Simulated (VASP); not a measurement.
# Sb2Pt (Pa-3) in VASP: single point with r2SCAN

Aim: the single point of Sb2Pt with r2SCAN.

All numbers are computed with VASP 6.6.1; they aren't measurements. Logs are shortened: lines on timing, memory, paths and dates and some standing lists are left out, and cuts for length are marked.

## Step 1: The cell of the first run

It takes space group Pa-3 (No. 205, cubic). Conventional cell: a = 6.505 Å, b = 6.505 Å, c = 6.505 Å, α = 90.00°, β = 90.00°, γ = 90.00°. Sb (site symmetry 3) has 3 Pt at 2.70 Å and 7 Sb at 2.81 to 3.64 Å within 3.7 Å. Within 3.6 Å of Pt (site symmetry -3) lie 6 Sb at 2.70 Å.

## Step 2: Single point, r2SCAN

Input file POSCAR:

```
Sb2Pt
1.0
    6.5045768071      0.0000000000      0.0000000000
    0.0000000000      6.5045768071      0.0000000000
    0.0000000000      0.0000000000      6.5045768071
Sb Pt
8 4
Direct
    0.3755111526      0.3755111526      0.3755111526
    0.1244888474      0.6244888474      0.8755111526
    0.8755111526      0.1244888474      0.6244888474
    0.6244888474      0.8755111526      0.1244888474
    0.6244888474      0.6244888474      0.6244888474
    0.8755111526      0.3755111526      0.1244888474
    0.1244888474      0.8755111526      0.3755111526
    0.3755111526      0.1244888474      0.8755111526
    0.0000000000      0.0000000000      0.0000000000
    0.5000000000      0.0000000000      0.5000000000
    0.5000000000      0.5000000000      0.0000000000
    0.0000000000      0.5000000000      0.5000000000
```

Input file INCAR.step1:

```
ALGO = Normal ; EDIFF = 1E-4
ENCUT = 520 ; GGA = PE
ISMEAR = 0 ; LASPH = True
LCHARG = False ; LREAL = False
LWAVE = True ; NBANDS = 52
NELM = 80 ; PREC = Accurate
SIGMA = 0.1
```

Input file INCAR.step2:

```
ALGO = Normal ; EDIFF = 1E-7
ENCUT = 520 ; ISIF = 2
ISMEAR = 0 ; ISTART = 1
LASPH = True ; LCHARG = True
LELF = True ; LMIXTAU = True
LREAL = False ; LVHAR = True
LWAVE = False ; METAGGA = R2SCAN
NBANDS = 52 ; NELM = 80
PREC = Accurate ; SIGMA = 0.1
```

Input file KPOINTS:

```
k-points
0
Gamma
  6 6 6
```

Potentials or basis: VASP PAW PBE potentials, release 64 (Sb, Pt).

Command:

```
> cat potpaw_PBE.64/Sb/POTCAR potpaw_PBE.64/Pt/POTCAR > POTCAR
> cp INCAR.step1 INCAR
> mpirun -np 1 vasp_std > vasp.out
> cp INCAR.step2 INCAR
> mpirun -np 1 vasp_std > vasp.out
```

OUTCAR:

```text
EDIFF = 1E-7
   ENCUT = 520
   ISIF = 2
   ISMEAR = 0
   ISTART = 1
   LASPH = True
   LREAL = False
   METAGGA = R2SCAN
   NELM = 80
   PREC = Accurate

 ion  position               nearest neighbor table
   1  0.376  0.376  0.376-  10 2.70  12 2.70  11 2.70   5 2.81   6 3.64   7 3.64   8 3.64   8 3.64
                             7 3.64   6 3.64
   2  0.124  0.624  0.876-   9 2.70  11 2.70  12 2.70   6 2.81   5 3.64   7 3.64   8 3.64   7 3.64
                             8 3.64   5 3.64
   3  0.876  0.124  0.624-  10 2.70  12 2.70   9 2.70   7 2.81   6 3.64   5 3.64   8 3.64   6 3.64
                             5 3.64   8 3.64
   4  0.624  0.876  0.124-   9 2.70  11 2.70  10 2.70   8 2.81   6 3.64   7 3.64   5 3.64   5 3.64
                             6 3.64   7 3.64
   5  0.624  0.624  0.624-  10 2.70  12 2.70  11 2.70   1 2.81   2 3.64   3 3.64   4 3.64   4 3.64
                             3 3.64   2 3.64
   6  0.876  0.376  0.124-   9 2.70  11 2.70  12 2.70   2 2.81   1 3.64   3 3.64   4 3.64   3 3.64
                             4 3.64   1 3.64
   7  0.124  0.876  0.376-  10 2.70  12 2.70   9 2.70   3 2.81   2 3.64   1 3.64   4 3.64   2 3.64
                             1 3.64   4 3.64
   8  0.376  0.124  0.876-   9 2.70  11 2.70  10 2.70   4 2.81   2 3.64   3 3.64   1 3.64   1 3.64
                             2 3.64   3 3.64
   9  0.000  0.000  0.000-   2 2.70   4 2.70   6 2.70   8 2.70   7 2.70   3 2.70
  10  0.500  0.000  0.500-   1 2.70   3 2.70   5 2.70   7 2.70   4 2.70   8 2.70
  11  0.500  0.500  0.000-   2 2.70   4 2.70   6 2.70   8 2.70   1 2.70   5 2.70
  12  0.000  0.500  0.500-   1 2.70   3 2.70   5 2.70   7 2.70   6 2.70   2 2.70

  LATTYP: Found a simple cubic cell.
 ALAT       =     6.5045768071

  Lattice vectors:

 A1 = (   6.5045768071,   0.0000000000,   0.0000000000)
 A2 = (   0.0000000000,   6.5045768071,   0.0000000000)
 A3 = (   0.0000000000,   0.0000000000,   6.5045768071)

Analysis of symmetry for initial positions (statically):
=====================================================================
 Subroutine PRICEL returns:
 Original cell was already a primitive cell.

 Routine SETGRP: Setting up the symmetry group for a
 simple cubic supercell.

 Subroutine GETGRP returns: Found 24 space group operations
 (whereof  6 operations were pure point group operations)
 out of a pool of 48 trial point group operations.

The static configuration has the point symmetry S_6 .
 The point group associated with its full space group is T_h .

Analysis of symmetry for dynamics (positions and initial velocities):
=====================================================================
 Subroutine PRICEL returns:
 Original cell was already a primitive cell.

 Routine SETGRP: Setting up the symmetry group for a
 simple cubic supercell.

 Subroutine GETGRP returns: Found 24 space group operations
 (whereof  6 operations were pure point group operations)
 out of a pool of 48 trial point group operations.

The dynamic configuration has the point symmetry S_6 .
 The point group associated with its full space group is T_h .

 Subroutine INISYM returns: Found 24 space group operations
 (whereof  6 operations are pure point group operations),
 and found     1 'primitive' translations

----------------------------------------------------------------------------------------

                                     Primitive cell

  volume of cell :     275.2055

  direct lattice vectors                    reciprocal lattice vectors
     6.504576807  0.000000000  0.000000000     0.153737903  0.000000000  0.000000000
     0.000000000  6.504576807  0.000000000     0.000000000  0.153737903  0.000000000
     0.000000000  0.000000000  6.504576807     0.000000000  0.000000000  0.153737903

  length of vectors
     6.504576807  6.504576807  6.504576807     0.153737903  0.153737903  0.153737903

  position of ions in fractional coordinates (direct lattice)
     0.375511153  0.375511153  0.375511153
     0.124488847  0.624488847  0.875511153
     0.875511153  0.124488847  0.624488847
     0.624488847  0.875511153  0.124488847
     0.624488847  0.624488847  0.624488847
[... 24 lines left out ...]

 KPOINTS: k-points

Automatic generation of k-mesh.
 Grid dimensions read from file:
 generate k-points for:    6    6    6

 Generating k-lattice:

  Cartesian coordinates                     Fractional coordinates (reciprocal lattice)
     0.025622984  0.000000000  0.000000000     0.166666667  0.000000000  0.000000000
     0.000000000  0.025622984  0.000000000     0.000000000  0.166666667  0.000000000
     0.000000000  0.000000000  0.025622984     0.000000000  0.000000000  0.166666667

  Length of vectors
     0.025622984  0.025622984  0.025622984

  Shift w.r.t. Gamma in fractional coordinates (k-lattice)
     0.000000000  0.000000000  0.000000000

 Subroutine IBZKPT returns following result:
 ===========================================

 Found     24 irreducible k-points:

 Following reciprocal coordinates:
            Coordinates               Weight
  0.000000  0.000000  0.000000      1.000000
  0.166667  0.000000  0.000000      6.000000
  0.333333  0.000000  0.000000      6.000000
  0.500000  0.000000  0.000000      3.000000
  0.166667  0.166667  0.000000     12.000000
  0.333333  0.166667  0.000000     12.000000
[... 16 lines left out ...]
  0.500000  0.500000  0.333333      6.000000
  0.500000  0.500000  0.500000      1.000000
   k-points           NKPTS =     24   k-points in BZ     NKDIM =     24   number of bands    NBANDS=     52
   number of dos      NEDOS =    301   number of ions     NIONS =     12
   total plane-waves  NPLWV = 110592
   dimension x,y,z NGX =    48 NGY =   48 NGZ =   48
   dimension x,y,z NGXF=    96 NGYF=   96 NGZF=   96
   ions per type =               8   4
   NGX,Y,Z   is equivalent  to a cutoff of  12.27, 12.27, 12.27 a.u.
   NGXF,Y,Z  is equivalent  to a cutoff of  24.54, 24.54, 24.54 a.u.
 SYSTEM =  unknown system
   PREC   = accura    normal or accurate (medium, high low for compatibility)
   ISTART =      1    job   : 0-new  1-cont  2-samecut
   ICHARG =      0    charge: 1-file 2-atom 10-const
   ISPIN  =      1    spin polarized calculation?
   LNONCOLLINEAR =      F non collinear calculations
   LSORBIT =      F    spin-orbit coupling
   LASPH  =      T    aspherical Exc in radial PAW
   ENCUT  =  520.0 eV  38.22 Ry    6.18 a.u.  12.09 12.09 12.09*2*pi/ulx,y,z
   NELM   =     80;   NELMIN=  2; NELMDL=  0     # of ELM steps
   EDIFF  = 0.1E-06   stopping-criterion for ELM
   LREAL  =      F    real-space projection
   EDIFFG = 0.1E-05   stopping-criterion for IOM
   NSW    =      0    number of steps for IOM
   IBRION =     -1    ionic relax: 0-MD 1-quasi-New 2-CG
   NFREE  =      0    steps in history (QN), initial steepest desc. (CG)
   ISIF   =      2    stress and relaxation
   ISYM   =      2    0-nonsym 1-usesym 2-fastsym
   POTIM  = 0.5000    time-step for ionic-motion
   TEBEG  =    0.0;   TEEND  =   0.0 temperature during run
   PSTRESS=    0.0 pullay stress
   NELECT =      80.0000    total number of electrons
   NUPDOWN=      -1.0000    fix difference up-down
   EMIN   =  10.00;   EMAX   =-10.00  energy-range for DOS
   EFERMI =   0.00;   METHOD = LEGACY
   ISMEAR =     0;   SIGMA  =   0.10  broadening in eV -4-tet -1-fermi 0-gaus
   EFERMI_NEDOS =   21; number of points for ismear=-14 and -15
   IALGO  =     38    algorithm
   IMIX   =      4    mixing-type and parameters
     AMIX     =   0.40;   BMIX     =  1.00
     AMIX_MAG =   1.60;   BMIX_MAG =  1.00
  volume/ion in A,a.u.               =      22.93       154.76
  Fermi-wavevector in a.u.,A,eV,Ry     =   1.084474  2.049359 16.001590  1.176084
  Thomas-Fermi vector in A             =   2.220565
   LORBIT       =      0    0 simple, 1 ext, 2 COOP (PROOUT), +10 PAW based schemes
   METAGGA = R2SCAN    functional components
   LHFCALC =     F    Hartree Fock is set to
   AEXX    =    0.0000 exact exchange contribution
   IVDW    =     0    specifies the selected vdW correction
   LEPSILON=     F    determine dielectric tensor
   LRPA    =     F    only Hartree local field effects (RPA)
 non-spin polarized calculation
 Gauss-broadening in eV      SIGMA  =   0.10
  energy-cutoff  :      520.00
  volume of cell :      275.21
 maximum number of plane-waves:      7464
   NGX = 25   NGY = 25   NGZ = 25

 number of electron      79.9999979 magnetization

 Free energy of the ion-electron system (eV)
  ---------------------------------------------------
  ext. energy  EPLUGINS =         0.00000000
  ---------------------------------------------------
  free energy    TOTEN  =      -418.09427263 eV

  energy without entropy =     -418.08891612  energy(sigma->0) =     -418.09159438

 E-fermi :   8.8366     XC(G=0): -11.4642

 val. band max:        8.8143356409   @ k =   0.5000   0.5000   0.5000
 cond. band min:       8.8567994387   @ k =   0.0000   0.0000   0.0000
 fundamental gap:      0.0424637978
 Fermi energy:         8.8366107231

 k-point     1 :       0.0000    0.0000    0.0000
  band No.  band energies     occupation
      1      -4.2682      2.00000
      2      -1.9775      2.00000
      3      -1.9775      2.00000
      4      -1.9775      2.00000
      5      -0.3681      2.00000
      6      -0.3681      2.00000
[... 1309 lines left out ...]
     51      11.7530      0.00000
     52      11.7530      0.00000

------------------------ aborting loop because EDIFF is reached ----------------------------------------

  FORCE on cell =-STRESS in cart. coord.  units (eV):
  Direction    XX          YY          ZZ          XY          YZ          ZX
  --------------------------------------------------------------------------------------
  -------------------------------------------------------------------------------------
  Total       -0.2258861     -0.2258861     -0.2258861      0.0000000      0.0000000     -0.0000000
  in kB       -1.3150523     -1.3150523     -1.3150523      0.0000000      0.0000000     -0.0000000
  external PRESSURE =      -1.3150523 kB  Pullay stress =       0.0000000 kB

 VOLUME and BASIS-vectors are now :
 -----------------------------------------------------------------------------
  energy-cutoff  :      520.00
  volume of cell :      275.21
      direct lattice vectors                 reciprocal lattice vectors
     6.504576807  0.000000000  0.000000000     0.153737903  0.000000000  0.000000000
     0.000000000  6.504576807  0.000000000     0.000000000  0.153737903  0.000000000
     0.000000000  0.000000000  6.504576807     0.000000000  0.000000000  0.153737903

 POSITION                                       TOTAL-FORCE (eV/Angst)
 -----------------------------------------------------------------------------------
      2.44254      2.44254      2.44254        -0.016979     -0.016979     -0.016979
      0.80975      4.06204      5.69483         0.016979      0.016979     -0.016979
      5.69483      0.80975      4.06204        -0.016979      0.016979      0.016979
      4.06204      5.69483      0.80975         0.016979     -0.016979      0.016979
      4.06204      4.06204      4.06204         0.016979      0.016979      0.016979
      5.69483      2.44254      0.80975        -0.016979     -0.016979      0.016979
      0.80975      5.69483      2.44254         0.016979     -0.016979     -0.016979
      2.44254      0.80975      5.69483        -0.016979      0.016979     -0.016979
      0.00000      0.00000      0.00000         0.000000      0.000000      0.000000
      3.25229      0.00000      3.25229         0.000000      0.000000      0.000000
      3.25229      3.25229      0.00000         0.000000      0.000000      0.000000
      0.00000      3.25229      3.25229         0.000000      0.000000      0.000000
 -----------------------------------------------------------------------------------
    total drift:                                0.000000      0.000000     -0.000000

  FREE ENERGIE OF THE ION-ELECTRON SYSTEM (eV)
  ---------------------------------------------------
  free  energy   TOTEN  =      -418.0942726349 eV

  energy  without entropy=     -418.0889161152  energy(sigma->0) =     -418.09159438
```

It took 30 min on 1 thread of Intel Xeon 8259CL, shared host; peak memory 0.54 GiB.

Results:

```yaml
Free_energy: -418.0943 eV
Pressure: -0.1 GPa
Largest_force: 0.029 eV/Å
Band_gap_on_the_k_mesh: 0.02 eV (least direct gap 0.23 eV)
```

Forces on the atoms (eV/Å):
```
Sb  -0.017 -0.017 -0.017
Sb   0.017  0.017 -0.017
Sb  -0.017  0.017  0.017
Sb   0.017 -0.017  0.017
Sb   0.017  0.017  0.017
Sb  -0.017 -0.017  0.017
Sb   0.017 -0.017 -0.017
Sb  -0.017  0.017 -0.017
Pt   0.000  0.000  0.000
Pt   0.000  0.000  0.000
Pt   0.000  0.000  0.000
Pt   0.000  0.000  0.000
```

Caveat: the smearing spreads over this small gap; the PAW data sets were made with another functional, which shifts forces and pressure a little; spin-orbit coupling is left out, which moves the levels of the heavy elements. A k mesh can miss the band edges.

The gap in the log of VASP goes by the Fermi energy; the results here count the filled bands.